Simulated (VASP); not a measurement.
# TiCo in VASP: further runs

TiCo is run at these levels: PBE; tasks: single point.

All numbers are computed with VASP 6.6.1; they aren't measurements. Logs are shortened: lines on timing, memory, paths and dates and some standing lists are left out, and cuts for length are marked.

### Step 1. The cell of the first run

The cell holds a disordered packing, 16 atoms: a = 6.212 Å, b = 6.332 Å, c = 6.284 Å, α = 92.24°, β = 88.95°, γ = 90.44°.

### Step 2. Single point, PBE

INCAR reads:

```
PREC = Accurate ; ENCUT = 520
EDIFF = 1E-6 ; ISMEAR = -1
SIGMA = 0.2396 ; LREAL = Auto
LASPH = T ; NELM = 60
ALGO = Normal ; ISIF = 2
LWAVE = F ; LCHARG = T
GGA = PE ; LELF = T
LVHAR = T ; ISYM = 0
NBANDS = 98
```

KPOINTS reads:

```
Automatic mesh
0
Gamma
  1 1 1
  0.25 0.25 0.25
```

POSCAR reads:

```
TiCo
1.0
    6.2119360000     -0.0237870000      0.0571590000
   -0.0237870000      6.3309150000     -0.1234120000
    0.0571590000     -0.1234120000      6.2827850000
Ti Co
8 8
Direct
    0.0102946623      0.4461245338      0.8803894592
    0.1799358107      0.5750974991      0.3097693111
    0.0808197715      0.0352542502      0.1357501841
    0.2624882470      0.1763906278      0.5392608779
    0.4252182678      0.4278912976      0.8362214957
    0.4942886808      0.9058262798      0.2149834486
    0.6704427912      0.7460920198      0.8125331153
    0.7064522275      0.1472752197      0.5967776116
    0.4274724418      0.7801783777      0.5261052983
    0.8581014217      0.6000325593      0.2143995058
    0.9514757330      0.7417024014      0.5483916090
    0.4833969421      0.2981680455      0.1794233018
    0.4769639271      0.0630596236      0.8441122103
    0.7959296136      0.1571581245      0.1860511951
    0.2179040894      0.7558409829      0.8981600783
    0.6955279517      0.5116466303      0.5135222122
```

Potentials or basis: VASP PAW PBE potentials, release 64 (Ti_sv, Co).

Launch:

```bash
> cat potpaw_PBE.64/Ti_sv/POTCAR potpaw_PBE.64/Co/POTCAR > POTCAR
> mpirun -np 1 vasp_std > vasp.out
```

OUTCAR:

```text
PREC = Accurate
   ENCUT = 520
   EDIFF = 1E-6
   ISMEAR = -1
   LREAL = Auto
   LASPH = T
   NELM = 60
   ISIF = 2
   GGA = PE
   ISYM = 0

 ion  position               nearest neighbor table
   1  0.010  0.446  0.880-  15 2.34  10 2.46   5 2.59  11 2.89   7 2.90  14 2.99
   2  0.180  0.575  0.310-  10 2.11  11 2.28   9 2.41  12 2.68  15 2.87
   3  0.081  0.035  0.136-  14 1.95  15 2.42   6 2.76   4 2.90  12 3.00
   4  0.262  0.176  0.539-  13 2.49   5 2.62   9 2.72  12 2.76   8 2.80   3 2.90
   5  0.425  0.428  0.836-  13 2.34  12 2.37  15 2.47   7 2.52   1 2.59   4 2.62  16 2.68   8 2.87
                             9 3.02
   6  0.494  0.906  0.215-   9 2.17  14 2.46  12 2.50  13 2.57   3 2.76  15 2.79   7 2.89  10 2.99

   7  0.670  0.746  0.813-  13 2.35  16 2.35  11 2.39   9 2.39   5 2.52  15 2.85   6 2.89   1 2.90
                            10 2.98
   8  0.706  0.147  0.597-  13 2.17  16 2.39  14 2.63   4 2.80   5 2.87   9 2.91  11 3.00
   9  0.427  0.780  0.526-   6 2.17  16 2.39   7 2.39   2 2.41  13 2.65  15 2.66   4 2.72   8 2.91
                            11 2.97   5 3.02
  10  0.858  0.600  0.214-   2 2.11  16 2.21  11 2.33   1 2.46  14 2.83   7 2.98   6 2.99  12 3.01

  11  0.951  0.742  0.548-  16 2.16   2 2.28  10 2.33   7 2.39  15 2.77   1 2.89   9 2.97   8 3.00

  12  0.483  0.298  0.179-  14 2.15   5 2.37   6 2.50  13 2.53   2 2.68   4 2.76  16 2.80   3 3.00
                            10 3.01
  13  0.477  0.063  0.844-   8 2.17   5 2.34   7 2.35   4 2.49  12 2.53  15 2.54   6 2.57   9 2.65
                            14 2.99
  14  0.796  0.157  0.186-   3 1.95  12 2.15   6 2.46   8 2.63  10 2.83  13 2.99   1 2.99  16 3.05

  15  0.218  0.756  0.898-   1 2.34   3 2.42   5 2.47  13 2.54   9 2.66  11 2.77   6 2.79   7 2.85
                             2 2.87
  16  0.696  0.512  0.514-  11 2.16  10 2.21   7 2.35   9 2.39   8 2.39   5 2.68  12 2.80  14 3.05

IMPORTANT INFORMATION: All symmetrisations will be switched off!
NOSYMM: (Re-)initialisation of all symmetry stuff for point group C_1.

----------------------------------------------------------------------------------------

                                     Primitive cell

  volume of cell :     246.9661

  direct lattice vectors                    reciprocal lattice vectors
     6.211936000 -0.023787000  0.057159000     0.160995990  0.000576575 -0.001453370
    -0.023787000  6.330915000 -0.123412000     0.000576575  0.158017621  0.003098676
     0.057159000 -0.123412000  6.282785000    -0.001453370  0.003098676  0.159239173

  length of vectors
     6.212244509  6.332162433  6.284256919     0.161003583  0.158049052  0.159275950

  position of ions in fractional coordinates (direct lattice)
     0.010294662  0.446124534  0.880389459
     0.179935811  0.575097499  0.309769311
     0.080819772  0.035254250  0.135750184
     0.262488247  0.176390628  0.539260878
     0.425218268  0.427891298  0.836221496
     0.494288681  0.905826280  0.214983449
     0.670442791  0.746092020  0.812533115
     0.706452228  0.147275220  0.596777612
     0.427472442  0.780178378  0.526105298
     0.858101422  0.600032559  0.214399506
     0.951475733  0.741702401  0.548391609
     0.483396942  0.298168045  0.179423302
     0.476963927  0.063059624  0.844112210
     0.795929614  0.157158125  0.186051195
     0.217904089  0.755840983  0.898160078
     0.695527952  0.511646630  0.513522212

  ion indices of the primitive-cell ions
   primitive index   ion index
                 1           1
                 2           2
                 3           3
                 4           4
                 5           5
                 6           6
                 7           7
                 8           8
                 9           9
                10          10
                11          11
                12          12
                13          13
                14          14
                15          15
                16          16

----------------------------------------------------------------------------------------

 KPOINTS: Automatic mesh

Automatic generation of k-mesh.
 Grid dimensions read from file:
 generate k-points for:    1    1    1

 Generating k-lattice:

  Cartesian coordinates                     Fractional coordinates (reciprocal lattice)
     0.160995990  0.000576575 -0.001453370     1.000000000 -0.000000000  0.000000000
     0.000576575  0.158017621  0.003098676     0.000000000  1.000000000  0.000000000
    -0.001453370  0.003098676  0.159239173     0.000000000  0.000000000  1.000000000

  Length of vectors
     0.161003583  0.158049052  0.159275950

  Shift w.r.t. Gamma in fractional coordinates (k-lattice)
     0.250000000  0.250000000  0.250000000

 Subroutine IBZKPT returns following result:
 ===========================================

 Found      1 irreducible k-points:

 Following reciprocal coordinates:
            Coordinates               Weight
[... 87 lines left out ...]
     12     -25.3669      2.00000
     13     -25.3331      2.00000
     14     -25.3116      2.00000
     15     -25.2904      2.00000
     16     -25.2768      2.00000
     17     -25.2658      2.00000
     18     -25.2451      2.00000
     19     -25.2258      2.00000
     20     -25.1925      2.00000
     21     -25.1799      2.00000
     22     -25.1685      2.00000
     23     -25.1393      2.00000
     24     -25.1214      2.00000
     25     -25.0980      2.00000
     26     -25.0887      2.00000
     27     -25.0373      2.00000
     28     -24.9818      2.00000
     29     -24.9488      2.00000
     30     -24.7665      2.00000
     31     -24.7229      2.00000
     32     -24.5766      2.00000
     33       1.8806      2.00000
     34       3.1256      2.00000
     35       3.7636      2.00000
     36       3.9803      2.00000
     37       4.2711      2.00000
     38       4.4278      2.00000
     39       4.5630      2.00000
     40       4.5886      2.00000
     41       4.6492      2.00000
     42       4.7189      2.00000
     43       4.8170      2.00000
     44       4.8428      2.00000
     45       4.9398      1.99999
     46       5.0057      1.99999
     47       5.0986      1.99999
     48       5.1513      1.99998
     49       5.2609      1.99997
     50       5.3159      1.99997
     51       5.3750      1.99996
     52       5.4873      1.99993
     53       5.5230      1.99992
     54       5.5756      1.99990
     55       5.6908      1.99984
     56       5.7493      1.99980
     57       5.8414      1.99970
     58       5.8766      1.99966
     59       5.9512      1.99953
     60       6.0472      1.99930
     61       6.1605      1.99888
     62       6.2071      1.99864
     63       6.2412      1.99843
     64       6.3249      1.99778
     65       6.3456      1.99758
     66       6.3838      1.99716
     67       6.4890      1.99560
     68       6.5540      1.99423
     69       6.6493      1.99143
     70       6.6691      1.99070
     71       6.7588      1.98650
     72       6.8750      1.97817
     73       6.9552      1.96962
     74       7.0358      1.95772
     75       7.0862      1.94808
     76       7.1511      1.93247
     77       7.1937      1.91986
     78       7.2926      1.88134
     79       7.3748      1.83673
     80       7.4777      1.75968
     81       7.6046      1.62352
     82       7.6739      1.52704
     83       7.7959      1.31982
     84       7.9242      1.06361
     85       8.0249      0.85454
     86       8.1170      0.67380
     87       8.1711      0.57690
     88       8.3210      0.35641
     89       8.4065      0.26352
     90       8.5140      0.17668
     91       8.6118      0.12106
     92       8.6373      0.10948
     93       8.7306      0.07552
     94       8.8491      0.04673
     95       8.9424      0.03191
     96       9.0045      0.02471
 [bands above 96 left out]

------------------------ aborting loop because EDIFF is reached ----------------------------------------

  FORCE on cell =-STRESS in cart. coord.  units (eV):
  Direction    XX          YY          ZZ          XY          YZ          ZX
  --------------------------------------------------------------------------------------
  -------------------------------------------------------------------------------------
  Total        4.8576752     -0.8315167     -4.1211960     -2.7258426      3.6355230     -2.2823112
  in kB       31.5138719     -5.3944138    -26.7360076    -17.6837376     23.5852338    -14.8063548
  external PRESSURE =      -0.2055165 kB  Pullay stress =       0.0000000 kB

 VOLUME and BASIS-vectors are now :
 -----------------------------------------------------------------------------
  energy-cutoff  :      520.00
  volume of cell :      246.97
      direct lattice vectors                 reciprocal lattice vectors
     6.211936000 -0.023787000  0.057159000     0.160995990  0.000576575 -0.001453370
    -0.023787000  6.330915000 -0.123412000     0.000576575  0.158017621  0.003098676
     0.057159000 -0.123412000  6.282785000    -0.001453370  0.003098676  0.159239173

 POSITION                                       TOTAL-FORCE (eV/Angst)
 -----------------------------------------------------------------------------------
      0.10366      2.71548      5.47683        -1.454128     -0.210839     -0.469899
      1.12178      3.59838      1.88552         1.628156     -1.002222     -0.339004
      0.50897      0.20452      0.85316         1.165327     -1.209151     -0.618463
      1.65719      1.04392      3.38130        -0.751693     -1.040959     -0.317498
      2.67905      2.59563      5.22530        -0.041537      0.886845      0.586405
      3.06123      5.69642      1.26716         0.879593     -0.779773     -0.254286
      4.19344      4.60722      5.05122         1.866129      0.591936      1.200965
      4.41904      0.84193      3.77163         1.909257     -0.472343     -1.132345
      2.66694      4.86415      3.23356        -1.071832      0.321429      1.235481
      5.32845      3.75188      1.32202        -1.583868      0.519641     -2.505241
      5.92421      4.60534      3.40828         1.640906      2.365519      1.080735
      3.00599      1.85404      1.11811        -1.759488      0.721669      1.154698
      3.00962      0.28371      5.32286        -0.973660     -0.256247      0.871982
      4.95116      0.95306      1.19502         0.269945      1.598409     -0.022918
      1.38696      4.66914      5.56212        -0.038746      0.140593     -0.522849
      4.33776      3.15927      3.20296        -1.684362     -2.174508      0.052237
 -----------------------------------------------------------------------------------
    total drift:                               -0.008030      0.008735     -0.028897

  FREE ENERGIE OF THE ION-ELECTRON SYSTEM (eV)
  ---------------------------------------------------
  free  energy   TOTEN  =      -115.9271112341 eV

  energy  without entropy=     -112.0327840283  energy(sigma->0) =     -113.97994763
```

Wall time 4.6 min (1 thread of Intel Xeon 8259CL, shared host); peak memory 0.34 GiB.

Results:

```
Free energy   : -115.9271 eV
Pressure      : 0.0 GPa
Largest force : 3.075 eV/Å
```

Forces in eV/Å, atoms in the order of the input:
```
Ti  -1.454 -0.211 -0.470
Ti   1.628 -1.002 -0.339
Ti   1.165 -1.209 -0.618
Ti  -0.752 -1.041 -0.317
Ti  -0.042  0.887  0.586
Ti   0.880 -0.780 -0.254
Ti   1.866  0.592  1.201
Ti   1.909 -0.472 -1.132
Co  -1.072  0.321  1.235
Co  -1.584  0.520 -2.505
Co   1.641  2.366  1.081
Co  -1.759  0.722  1.155
Co  -0.974 -0.256  0.872
Co   0.270  1.598 -0.023
Co  -0.039  0.141 -0.523
Co  -1.684 -2.175  0.052
```

Stress tensor (GPa, compression positive):
```
 3.15 -1.77 -1.48
-1.77 -0.54  2.36
-1.48  2.36 -2.67
```

Caveat: the k points lie up to 1.01 Å⁻¹ apart, too coarse for converged energies, forces and pressures; atoms lie so close that the PAW spheres overlap strongly, which falsifies energies and pressures; the atoms stand as in a frame of molecular dynamics; the run has no spin polarisation, though such a crystal can be magnetic. Spin polarisation is off, so any magnetic state and its effect on volume and gap are missing.

### Step 3. Single point, PBE

INCAR reads:

```
SYSTEM = TiCo
ALGO = Normal
EDIFF = 1E-7
ENCUT = 520
GGA = PE
ISIF = 2
ISMEAR = -1
ISYM = 0
LASPH = .TRUE.
LCHARG = .FALSE.
LREAL = Auto
LWAVE = .FALSE.
NBANDS = 98
NELM = 60
PREC = Accurate
SIGMA = 0.2396
```

KPOINTS is that of step 2.

POSCAR reads:

```
TiCo
1.0
    6.2119360000     -0.0237870000      0.0571590000
   -0.0237870000      6.3309150000     -0.1234120000
    0.0571590000     -0.1234120000      6.2827850000
Ti Co
8 8
Direct
   -0.0505037382      0.3370517885      0.8521744702
    0.2526360525      0.5357283626      0.2960755277
    0.1675155940     -0.0570926387      0.1873858583
    0.1462465169      0.2193995772      0.4964372067
    0.4664244839      0.4241760217      0.8230520468
    0.6650572808      0.8615653613      0.2759808740
    0.6540123271      0.7918300024      0.8841396982
    0.7745908021      0.0602420277      0.5693851936
    0.3693400438      0.8414408968      0.5450872179
    0.8388030180      0.6299406969      0.0775159582
    0.9509165126      0.6656817188      0.4227864992
    0.5661233862      0.1859749928      0.2636250483
    0.3605304683      0.1055283467      0.8569430441
    0.8686778881      0.2442142826      0.2115971203
    0.1652764395      0.7168050652      0.9362826057
    0.6881738358      0.4444357924      0.5120623070
```

Potentials or basis: VASP PAW PBE potentials, release 64 (Ti_sv, Co).

Launch:

```bash
> cat potpaw_PBE.64/Ti_sv/POTCAR potpaw_PBE.64/Co/POTCAR > POTCAR
> mpirun -np 1 vasp_std > vasp.out
```

It took 5.2 min on 1 thread of Intel Xeon 8259CL, shared host; peak memory 0.34 GiB.

It converged, with:

```
Free energy   : -113.7645 eV
Pressure      : 1.3 GPa
Largest force : 5.582 eV/Å
```

Forces in eV/Å, atoms in the order of the input:
```
Ti   0.158  0.122  0.611
Ti   1.965  0.143 -1.292
Ti  -0.348  1.053  0.120
Ti   1.486 -0.169  0.445
Ti  -0.311  0.034  0.097
Ti  -1.521 -0.884  1.297
Ti  -1.337  1.605 -3.251
Ti  -0.435  0.212  1.454
Co  -0.294 -0.033  0.406
Co   1.376 -3.398  0.502
Co   0.812  0.403  2.251
Co  -5.535  0.596 -0.412
Co  -0.433 -0.651  0.227
Co   3.876  1.267 -0.737
Co   1.181 -0.500 -2.123
Co  -0.640  0.200  0.405
```

Stress tensor (GPa, compression positive):
```
-2.07  2.77 -3.04
 2.77  2.72  2.03
-3.04  2.03  3.16
```

Levels at points of the mesh, in eV from the Fermi level:
```csv
k point,band 81,band 82,band 83,band 84,band 85,band 86,band 87,band 88
"(0.25, 0.25, 0.25)",-0.27,-0.25,-0.17,-0.07,0.05,0.15,0.21,0.33
```

Caveat: the k points lie up to 1.01 Å⁻¹ apart, too coarse for converged energies, forces and pressures; atoms lie so close that the PAW spheres overlap strongly, which falsifies energies and pressures; the atoms stand as in a frame of molecular dynamics; the run has no spin polarisation, though such a crystal can be magnetic.

### Step 4. Single point, PBE

INCAR reads:

```
ALGO     = Normal         # electronic algorithm
EDIFF    = 1E-7           # SCF threshold, eV
ENCUT    = 520            # plane-wave cutoff, eV
GGA      = PE             # functional
ISIF     = 2              # what is computed and relaxed
ISMEAR   = -1             # smearing method
ISYM     = 0            
LASPH    = True           # aspherical terms in the spheres
LCHARG   = False          # write CHGCAR
LREAL    = Auto         
LWAVE    = False          # write WAVECAR
NBANDS   = 98             # bands
NELM     = 60             # most SCF steps
PREC     = Accurate       # precision mode
SIGMA    = 0.2396         # smearing width, eV
```

KPOINTS is that of step 3.

POSCAR reads:

```
TiCo
1.0
    6.2119360000     -0.0237870000      0.0571590000
   -0.0237870000      6.3309150000     -0.1234120000
    0.0571590000     -0.1234120000      6.2827850000
Ti Co
8 8
Direct
    0.0225479776      0.3085122457      0.8801936233
    0.2023862297      0.5719308824      0.2562363569
    0.0263335217     -0.0348885982      0.1315095345
    0.2598692217      0.2088089417      0.4800112791
    0.5611851783      0.5390560689      0.8982857449
    0.5760087215      0.9405210220      0.1230927841
    0.7542498483      0.8175725691      0.6589480778
    0.7009361757      0.2208116602      0.5483962921
    0.3045430395      0.8314001747      0.4456104073
    0.8235213810      0.6419346694      0.0945185587
    0.9379701851      0.6824282155      0.4816592312
    0.4576861324      0.2788800838      0.1094798353
    0.2762866344      0.0291471723      0.8012287295
    0.9238913912      0.3155191521      0.3321097478
    0.1929294824      0.6573199841      0.8815247566
    0.5652882601      0.5389574088      0.3555815614
```

Launch:

```bash
> cat potpaw_PBE.64/Ti_sv/POTCAR potpaw_PBE.64/Co/POTCAR > POTCAR
> mpirun -np 1 vasp_std > vasp.out
```

It took 3.7 min on 1 thread of Intel Xeon 8259CL, shared host; peak memory 0.34 GiB.

The run converged. Its results:

* Free energy: -115.5813 eV
* Pressure: 0.0 GPa
* Largest force: 4.903 eV/Å

Forces in eV/Å, atoms in the order of the input:
```
Ti  -0.048  0.738  0.429
Ti   1.176 -0.943 -2.380
Ti   1.471 -0.474  0.571
Ti  -0.036 -0.352 -0.095
Ti  -1.776 -1.080 -1.121
Ti  -1.320 -0.147  0.707
Ti  -2.782  2.360  3.276
Ti  -1.362  0.212  0.661
Co   1.008  1.494  1.678
Co   1.388 -0.193  0.330
Co   2.201 -1.913 -2.028
Co  -0.892 -1.233 -0.436
Co   0.435 -0.005  0.366
Co   0.253  0.408 -2.121
Co  -0.354  0.883 -0.907
Co   0.636  0.244  1.070
```

Stress tensor (GPa, compression positive):
```
-0.03 -1.35 -4.72
-1.35  2.89  2.86
-4.72  2.86 -2.88
```

Levels at points of the mesh, in eV from the Fermi level:
```csv
k point,band 81,band 82,band 83,band 84,band 85,band 86,band 87,band 88
"(0.25, 0.25, 0.25)",-0.29,-0.24,-0.18,-0.12,0.04,0.16,0.19,0.38
```

Caveat: the k points lie up to 1.01 Å⁻¹ apart, too coarse for converged energies, forces and pressures; atoms lie so close that the PAW spheres overlap strongly, which falsifies energies and pressures; the atoms stand as in a frame of molecular dynamics; the run has no spin polarisation, though such a crystal can be magnetic. Spin polarisation is off, so any magnetic state and its effect on volume and gap are missing.

### Step 5. The runs side by side

```tsv
cell	pressure (GPa)	largest force (eV/Å)
as given, atomic positions A	0.0	3.08
as given, atomic positions B	1.3	5.58
as given, atomic positions C	0.0	4.90
```

Alike in all rows: task single point; level PBE; potentials or basis VASP PAW PBE potentials, release 64 (Ti_sv, Co); no spin polarisation; k mesh 1 × 1 × 1, shifted; cutoff (eV) 520; smearing fermi-dirac 0.2396 eV.

Caveats: all runs use coarse meshes; atoms lie so close that the PAW spheres overlap strongly, which falsifies energies and pressures; the atoms stand as in a frame of molecular dynamics; the run has no spin polarisation, though such a crystal can be magnetic.

Absolute energies hang on the potentials; compare differences alone.
